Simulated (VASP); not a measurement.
# TiO2 (P4_2/mnm) in VASP: single point with LDA

Aim: the single point of TiO2 with LDA.

Program: VASP 6.6.1. These are calculated values, not measurements. Logs are shortened: lines on timing, memory, paths and dates and some standing lists are left out, and cuts for length are marked.

### Step 1. The cell of the first run

The structure is tetragonal, space group P4_2/mnm (No. 136). Conventional cell: a = 4.592 Å, b = 4.592 Å, c = 2.957 Å, α = 90.00°, β = 90.00°, γ = 90.00°. Within 2.6 Å of Ti (site symmetry mmm) lie 6 O at 1.95 to 1.98 Å. O (site symmetry m2m) has 3 Ti at 1.95 to 1.98 Å and 1 O at 2.53 Å within 2.6 Å.

### Step 2. Single point, LDA

Contents of INCAR:

```
PREC     = Accurate       # precision mode
ENCUT    = 600            # plane-wave cutoff, eV
EDIFF    = 1E-6           # SCF threshold, eV
ISMEAR   = 0              # smearing method
SIGMA    = 0.01           # smearing width, eV
LREAL    = False          # projectors in reciprocal space
LASPH    = True           # aspherical terms in the spheres
NELM     = 120            # most SCF steps
ALGO     = Normal         # electronic algorithm
ISIF     = 2              # what is computed and relaxed
LWAVE    = False          # write WAVECAR
LCHARG   = False          # write CHGCAR
GGA      = CA             # functional
NBANDS   = 33             # bands
GGA_COMPAT= False
```

Contents of KPOINTS:

```
regular mesh
0
Gamma
  3 3 5
```

Contents of POSCAR:

```
TiO2
1.0
    4.5922000000      0.0000000000      0.0000000000
    0.0000000000      4.5922000000      0.0000000000
    0.0000000000      0.0000000000      2.9574000000
Ti O
2 4
Direct
    0.0000000000      0.0000000000      0.0000000000
    0.5000000000      0.5000000000      0.5000000000
    0.3049600000      0.3049600000      0.0000000000
    0.1950400000      0.8049600000      0.5000000000
    0.6950400000      0.6950400000      0.0000000000
    0.8049600000      0.1950400000      0.5000000000
```

Potentials or basis: VASP PAW LDA potentials, release 64 (Ti_sv, O).

On the command line:

```bash
$ cat potpaw_LDA.64/Ti_sv/POTCAR potpaw_LDA.64/O/POTCAR > POTCAR
$ mpirun -np 1 vasp_std > vasp.out
```

OUTCAR:

```text
PREC = Accurate
   ENCUT = 600
   EDIFF = 1E-6
   ISMEAR = 0
   LREAL = False
   LASPH = True
   NELM = 120
   ISIF = 2
   GGA = CA

 ion  position               nearest neighbor table
   1  0.000  0.000  0.000-   4 1.95   6 1.95   4 1.95   6 1.95   5 1.98   3 1.98
   2  0.500  0.500  0.500-   3 1.95   5 1.95   3 1.95   5 1.95   4 1.98   6 1.98
   3  0.305  0.305  0.000-   2 1.95   2 1.95   1 1.98
   4  0.195  0.805  0.500-   1 1.95   1 1.95   2 1.98
   5  0.695  0.695  0.000-   2 1.95   2 1.95   1 1.98
   6  0.805  0.195  0.500-   1 1.95   1 1.95   2 1.98

  LATTYP: Found a simple tetragonal cell.
 ALAT       =     4.5922000000
 C/A-ratio  =     0.6440050520

  Lattice vectors:

 A1 = (   4.5922000000,   0.0000000000,   0.0000000000)
 A2 = (   0.0000000000,   4.5922000000,   0.0000000000)
 A3 = (   0.0000000000,   0.0000000000,   2.9574000000)

Analysis of symmetry for initial positions (statically):
=====================================================================
 Subroutine PRICEL returns:
 Original cell was already a primitive cell.

 Routine SETGRP: Setting up the symmetry group for a
 simple tetragonal supercell.

 Subroutine GETGRP returns: Found 16 space group operations
 (whereof  8 operations were pure point group operations)
 out of a pool of 16 trial point group operations.

The static configuration has the point symmetry D_2h.
 The point group associated with its full space group is D_4h.

Analysis of symmetry for dynamics (positions and initial velocities):
=====================================================================
 Subroutine PRICEL returns:
 Original cell was already a primitive cell.

 Routine SETGRP: Setting up the symmetry group for a
 simple tetragonal supercell.

 Subroutine GETGRP returns: Found 16 space group operations
 (whereof  8 operations were pure point group operations)
 out of a pool of 16 trial point group operations.

The dynamic configuration has the point symmetry D_2h.
 The point group associated with its full space group is D_4h.

 Subroutine INISYM returns: Found 16 space group operations
 (whereof  8 operations are pure point group operations),
 and found     1 'primitive' translations

----------------------------------------------------------------------------------------

                                     Primitive cell

  volume of cell :      62.3665

  direct lattice vectors                    reciprocal lattice vectors
     4.592200000  0.000000000  0.000000000     0.217760550  0.000000000  0.000000000
     0.000000000  4.592200000  0.000000000     0.000000000  0.217760550  0.000000000
     0.000000000  0.000000000  2.957400000     0.000000000  0.000000000  0.338134848

  length of vectors
     4.592200000  4.592200000  2.957400000     0.217760550  0.217760550  0.338134848

  position of ions in fractional coordinates (direct lattice)
     0.000000000  0.000000000  0.000000000
     0.500000000  0.500000000  0.500000000
     0.304960000  0.304960000  0.000000000
     0.195040000  0.804960000  0.500000000
     0.695040000  0.695040000  0.000000000
     0.804960000  0.195040000  0.500000000

  ion indices of the primitive-cell ions
   primitive index   ion index
                 1           1
                 2           2
                 3           3
                 4           4
                 5           5
                 6           6

----------------------------------------------------------------------------------------

 KPOINTS: regular mesh

Automatic generation of k-mesh.
 Grid dimensions read from file:
 generate k-points for:    3    3    5

 Generating k-lattice:

  Cartesian coordinates                     Fractional coordinates (reciprocal lattice)
     0.072586850  0.000000000  0.000000000     0.333333333  0.000000000  0.000000000
     0.000000000  0.072586850  0.000000000     0.000000000  0.333333333  0.000000000
     0.000000000  0.000000000  0.067626970     0.000000000  0.000000000  0.200000000

  Length of vectors
     0.072586850  0.072586850  0.067626970

  Shift w.r.t. Gamma in fractional coordinates (k-lattice)
     0.000000000  0.000000000  0.000000000

 Subroutine IBZKPT returns following result:
 ===========================================

 Found      9 irreducible k-points:

 Following reciprocal coordinates:
            Coordinates               Weight
  0.000000  0.000000  0.000000      1.000000
  0.333333  0.000000  0.000000      4.000000
  0.333333  0.333333  0.000000      4.000000
  0.000000  0.000000  0.200000      2.000000
  0.333333  0.000000  0.200000      8.000000
  0.333333  0.333333  0.200000      8.000000
  0.000000  0.000000  0.400000      2.000000
  0.333333  0.000000  0.400000      8.000000
  0.333333  0.333333  0.400000      8.000000
   k-points           NKPTS =      9   k-points in BZ     NKDIM =      9   number of bands    NBANDS=     33
   number of dos      NEDOS =    301   number of ions     NIONS =      6
   total plane-waves  NPLWV =  38400
   dimension x,y,z NGX =    40 NGY =   40 NGZ =   24
   dimension x,y,z NGXF=    80 NGYF=   80 NGZF=   48
   ions per type =               2   4
   NGX,Y,Z   is equivalent  to a cutoff of  14.48, 14.48, 13.49 a.u.
   NGXF,Y,Z  is equivalent  to a cutoff of  28.96, 28.96, 26.98 a.u.
 SYSTEM =  unknown system
   PREC   = accura    normal or accurate (medium, high low for compatibility)
   ISTART =      0    job   : 0-new  1-cont  2-samecut
   ICHARG =      2    charge: 1-file 2-atom 10-const
   ISPIN  =      1    spin polarized calculation?
   LNONCOLLINEAR =      F non collinear calculations
   LSORBIT =      F    spin-orbit coupling
   LASPH  =      T    aspherical Exc in radial PAW
   ENCUT  =  600.0 eV  44.10 Ry    6.64 a.u.   9.17  9.17  5.91*2*pi/ulx,y,z
   NELM   =    120;   NELMIN=  2; NELMDL= -5     # of ELM steps
   EDIFF  = 0.1E-05   stopping-criterion for ELM
   LREAL  =      F    real-space projection
   EDIFFG = 0.1E-04   stopping-criterion for IOM
   NSW    =      0    number of steps for IOM
   IBRION =     -1    ionic relax: 0-MD 1-quasi-New 2-CG
   NFREE  =      0    steps in history (QN), initial steepest desc. (CG)
   ISIF   =      2    stress and relaxation
   ISYM   =      2    0-nonsym 1-usesym 2-fastsym
   POTIM  = 0.5000    time-step for ionic-motion
   TEBEG  =    0.0;   TEEND  =   0.0 temperature during run
   PSTRESS=    0.0 pullay stress
   NELECT =      48.0000    total number of electrons
   NUPDOWN=      -1.0000    fix difference up-down
   EMIN   =  10.00;   EMAX   =-10.00  energy-range for DOS
   EFERMI =   0.00;   METHOD = LEGACY
   ISMEAR =     0;   SIGMA  =   0.01  broadening in eV -4-tet -1-fermi 0-gaus
   EFERMI_NEDOS =   21; number of points for ismear=-14 and -15
   IALGO  =     38    algorithm
   IMIX   =      4    mixing-type and parameters
     AMIX     =   0.40;   BMIX     =  1.00
     AMIX_MAG =   1.60;   BMIX_MAG =  1.00
  volume/ion in A,a.u.               =      10.39        70.15
  Fermi-wavevector in a.u.,A,eV,Ry     =   1.500277  2.835112 30.624403  2.250830
  Thomas-Fermi vector in A             =   2.611798
   LORBIT       =      0    0 simple, 1 ext, 2 COOP (PROOUT), +10 PAW based schemes
   GGA     = CA    functional components
   LHFCALC =     F    Hartree Fock is set to
   AEXX    =    0.0000 exact exchange contribution
   IVDW    =     0    specifies the selected vdW correction
   LEPSILON=     F    determine dielectric tensor
   LRPA    =     F    only Hartree local field effects (RPA)
 non-spin polarized calculation
 Gauss-broadening in eV      SIGMA  =   0.01
  energy-cutoff  :      600.00
  volume of cell :       62.37
 maximum number of plane-waves:      2091
 NGX is ok and might be reduce to    40
   NGX = 19   NGY = 19   NGZ = 11

 number of electron      47.9999988 magnetization

 Free energy of the ion-electron system (eV)
  ---------------------------------------------------
  ext. energy  EPLUGINS =         0.00000000
  ---------------------------------------------------
  free energy    TOTEN  =       -58.74699883 eV

  energy without entropy =      -58.74699883  energy(sigma->0) =      -58.74699883

 E-fermi :   4.7730     XC(G=0): -11.9971

 val. band max:        4.5636978697   @ k =   0.0000   0.0000   0.0000
 cond. band min:       6.3455159098   @ k =   0.0000   0.0000   0.0000
 fundamental gap:      1.7818180401
 Fermi energy:         4.7730407986

 k-point     1 :       0.0000    0.0000    0.0000
  band No.  band energies     occupation
      1     -51.6184      2.00000
      2     -51.5998      2.00000
      3     -28.3295      2.00000
      4     -28.3295      2.00000
      5     -28.1574      2.00000
      6     -28.1574      2.00000
[... 25 lines left out ...]
     32      11.2097      0.00000
     33      11.2231      0.00000

 k-point     2 :       0.3333    0.0000    0.0000
  band No.  band energies     occupation
      1     -51.6137      2.00000
      2     -51.6044      2.00000
      3     -28.2959      2.00000
      4     -28.2934      2.00000
      5     -28.1969      2.00000
      6     -28.1944      2.00000
[... 25 lines left out ...]
     32      10.9253      0.00000
     33      10.9645      0.00000

 k-point     3 :       0.3333    0.3333    0.0000
  band No.  band energies     occupation
      1     -51.6113      2.00000
      2     -51.6067      2.00000
      3     -28.3397      2.00000
      4     -28.3030      2.00000
      5     -28.1893      2.00000
      6     -28.1512      2.00000
[... 25 lines left out ...]
     32      10.9121      0.00000
     33      10.9410      0.00000

 k-point     4 :       0.0000    0.0000    0.2000
  band No.  band energies     occupation
      1     -51.6017      2.00000
      2     -51.5865      2.00000
      3     -28.2889      2.00000
      4     -28.2864      2.00000
      5     -28.2864      2.00000
      6     -28.2619      2.00000
[... 133 lines left out ...]
     32      10.3574      0.00000
     33      10.6020      0.00000

 k-point     8 :       0.3333    0.0000    0.4000
  band No.  band energies     occupation
      1     -51.5711      2.00000
      2     -51.5682      2.00000
      3     -28.5470      2.00000
      4     -28.5422      2.00000
      5     -28.1884      2.00000
      6     -28.1844      2.00000
[... 25 lines left out ...]
     32       9.7043      0.00000
     33      11.2542      0.00000

 k-point     9 :       0.3333    0.3333    0.4000
  band No.  band energies     occupation
      1     -51.5704      2.00000
      2     -51.5689      2.00000
      3     -28.5434      2.00000
      4     -28.5363      2.00000
      5     -28.2079      2.00000
      6     -28.1897      2.00000
[... 25 lines left out ...]
     32      10.5266      0.00000
     33      10.5866      0.00000

------------------------ aborting loop because EDIFF is reached ----------------------------------------

  FORCE on cell =-STRESS in cart. coord.  units (eV):
  Direction    XX          YY          ZZ          XY          YZ          ZX
  --------------------------------------------------------------------------------------
  -------------------------------------------------------------------------------------
  Total       -2.4346584     -2.4346584     -3.4101117     -0.0000000      0.0000000      0.0000000
  in kB      -62.5456278    -62.5456278    -87.6047240     -0.0000000      0.0000000      0.0000000
  external PRESSURE =     -70.8986599 kB  Pullay stress =       0.0000000 kB

 VOLUME and BASIS-vectors are now :
 -----------------------------------------------------------------------------
  energy-cutoff  :      600.00
  volume of cell :       62.37
      direct lattice vectors                 reciprocal lattice vectors
     4.592200000  0.000000000  0.000000000     0.217760550  0.000000000  0.000000000
     0.000000000  4.592200000  0.000000000     0.000000000  0.217760550  0.000000000
     0.000000000  0.000000000  2.957400000     0.000000000  0.000000000  0.338134848

 POSITION                                       TOTAL-FORCE (eV/Angst)
 -----------------------------------------------------------------------------------
      0.00000      0.00000      0.00000         0.000000      0.000000     -0.000000
      2.29610      2.29610      1.47870         0.000000      0.000000     -0.000000
      1.40044      1.40044      0.00000        -0.002465     -0.002465     -0.000000
      0.89566      3.69654      1.47870         0.002465     -0.002465     -0.000000
      3.19176      3.19176      0.00000         0.002465      0.002465      0.000000
      3.69654      0.89566      1.47870        -0.002465      0.002465      0.000000
 -----------------------------------------------------------------------------------
    total drift:                               -0.000000     -0.000000     -0.000000

  FREE ENERGIE OF THE ION-ELECTRON SYSTEM (eV)
  ---------------------------------------------------
  free  energy   TOTEN  =       -58.7469988260 eV

  energy  without entropy=      -58.7469988260  energy(sigma->0) =      -58.74699883
```

Run time: 11 s. Hardware: 1 thread of Intel Xeon 6975P-C (Granite Rapids), shared host; peak memory 0.16 GiB.

Results:

| Quantity | Value |
| --- | --- |
| Free energy | -58.7470 eV |
| Pressure | -7.1 GPa |
| Largest force | 0.003 eV/Å |
| Band gap on the k mesh | 1.78 eV |

Forces in eV/Å, atoms in the order of the input:
```
Ti   0.000  0.000  0.000
Ti   0.000  0.000  0.000
O   -0.002 -0.002  0.000
O    0.002 -0.002  0.000
O    0.002  0.002  0.000
O   -0.002  0.002  0.000
```

Stress tensor (GPa, compression positive):
```
-6.25  0.00  0.00
 0.00 -6.25  0.00
 0.00  0.00 -8.76
```

Caveat: the k points lie up to 0.46 Å⁻¹ apart; an odd mesh through Γ misses points on the zone boundary, where band edges can lie.
